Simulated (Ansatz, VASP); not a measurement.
# One calculation of Si3C, two programs

```
Si C
1.0
     2.49740    0.00000    0.00000
     0.00000    2.57898    0.00000
     0.00000    0.00000    9.26657
Si C
3 1
Direct
  0.00000 0.50000 0.25604
  0.00000 0.00000 0.50000
  0.00000 0.50000 0.74396
  0.00000 0.00000 0.00000
```

Change from the starting cell: species swapped into the Sn3Pb type (Pmmm, No. 47).

Alike in both runs: task single point; functional PBE; k mesh 6 × 6 × 2; occupations gaussian, width 0.1 eV; collinear spin.

```csv
,VASP,Ansatz
version,VASP 6.6.1,Ansatz 0.2.0
potentials or method,"VASP PAW PBE potentials, release 64 (Si, C), cutoff 520 eV","scalar-relativistic, plane waves, PAW"
valence electrons in the cell,16,16
```

|  | VASP | Ansatz | Ansatz less VASP |
| --- | --- | --- | --- |
| gap on the k mesh at the Fermi level (eV) | none | none | - |
| pressure (GPa) | -10.3 | -10.2 | +0.04 |
| traceless stress, the component that is largest in VASP (GPa) | -4.33 | -4.35 | -0.017 |
| rms of the force components (eV/Å) | 0.621 | 0.623 | +0.0021 |
| net moment per atom (μB) | 0.00 | 0.00 | 0.000 |

Atom by atom the forces differ by 0.002 eV/Å (rms over components). A gap of «none» marks a metal or a gap that the smearing closes. With one functional, cell and mesh, what is left measures potentials, basis and numerics. Ansatz's warnings: seeded moment not kept.

The k mesh is coarse, so the values compare programs but aren't converged.
